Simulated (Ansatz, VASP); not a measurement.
**AlRu: VASP beside Ansatz**

```
Al Ru
1.0
     2.99160    0.00000    0.00000
     0.00000    2.99160    0.00000
     0.00000    0.00000    2.99160
Al Ru
1 1
Cartesian
  0.0000 0.0000 0.0000
  1.4958 1.4958 1.4958
```

Alike in both runs: task electric field gradients; functional PBE; k mesh 7 × 7 × 7; occupations fermi-dirac, width 0.08 eV; no spin polarisation.

|  | VASP | Ansatz |
| --- | --- | --- |
| version | VASP 6.6.1 | Ansatz 0.2.0 |
| potentials or method | VASP PAW PBE potentials, release 64 (Al, Ru_pv) | PAW with Ansatz's default frozen-core files, scalar-relativistic |
| plane-wave cutoff (eV) | 400 | 420 |
| valence electrons in the cell | 17 | 19 |

|  | VASP | Ansatz | Ansatz less VASP |
| --- | --- | --- | --- |
| pressure (GPa) | 2.1 | 2.6 | +0.49 |

VASP's potentials hold 17 valence electrons a cell and Ansatz's 19, so a difference there can come from the potentials and not from the codes.
